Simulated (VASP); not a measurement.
Set up this calculation in VASP 6.6.1, as the native input.

* Task: single point
* Functional: r2SCAN
* Potentials or basis: VASP PAW PBE potentials, release 64 (Sn_d, O)
* Cutoff: 520 eV
* k mesh: 6 × 6 × 8
* Occupations: gaussian, width 0.01 eV
* Spin: no spin polarisation
* Dipole correction: no
* Further INCAR settings: ALGO = Normal; EDIFF = 1e-06; NBANDS = 35

SnO2:

```xyz
6
Lattice="4.7606 0.0000 0.0000 0.0000 4.7606 0.0000 0.0000 0.0000 3.2001" Properties=species:S:1:pos:R:3 pbc="T T T"
Sn    2.3803    2.3803    1.6000
Sn    0.0000    0.0000    0.0000
O     0.9241    3.8364    1.6000
O     3.8364    0.9241    1.6000
O     1.4562    1.4562    0.0000
O     3.3044    3.3044    0.0000
```

These files were run (other wordings do the same):

POSCAR

```
SnO2
1.0
    4.7605589201      0.0000000000      0.0000000000
    0.0000000000      4.7605589201      0.0000000000
    0.0000000000      0.0000000000      3.2000978632
Sn O
2 4
Direct
    0.5000000000      0.5000000000      0.5000000000
    0.0000000000      0.0000000000      0.0000000000
    0.1941203994      0.8058796006      0.5000000000
    0.8058796006      0.1941203994      0.5000000000
    0.3058796006      0.3058796006      0.0000000000
    0.6941203994      0.6941203994      0.0000000000
```

INCAR.step1

```
ALGO = Normal
EDIFF = 1E-4
ENCUT = 520
GGA = PE
ISMEAR = 0
LASPH = T
LCHARG = F
LREAL = F
LWAVE = T
NBANDS = 35
NELM = 80
PREC = Accurate
SIGMA = 0.01
```

INCAR.step2

```
ALGO = Normal
EDIFF = 1E-6
ENCUT = 520
ISIF = 2
ISMEAR = 0
ISTART = 1
LASPH = T
LCHARG = F
LMIXTAU = T
LREAL = F
LWAVE = F
METAGGA = R2SCAN
NBANDS = 35
NELM = 80
PREC = Accurate
SIGMA = 0.01
```

KPOINTS

```
k-points
0
Gamma
  6 6 8
```

Potentials or basis: VASP PAW PBE potentials, release 64 (Sn_d, O).

Run with:

```console
$ cat potpaw_PBE.64/Sn_d/POTCAR potpaw_PBE.64/O/POTCAR > POTCAR
$ cp INCAR.step1 INCAR
$ mpirun -np 1 vasp_std > vasp.out
$ cp INCAR.step2 INCAR
$ mpirun -np 1 vasp_std > vasp.out
```

It gave:

```
Pressure               : 1.1 GPa
Largest force          : 0.024 eV/Å
Band gap on the k mesh : 1.79 eV
```

Caveat: the PAW data sets were made with another functional, which shifts forces and pressure a little; spin-orbit coupling is left out, which moves the levels of the heavy elements.

Run time: 4.1 min on 1 thread of Intel Xeon 6975P-C, with other jobs on the host, peak memory 0.24 GiB.
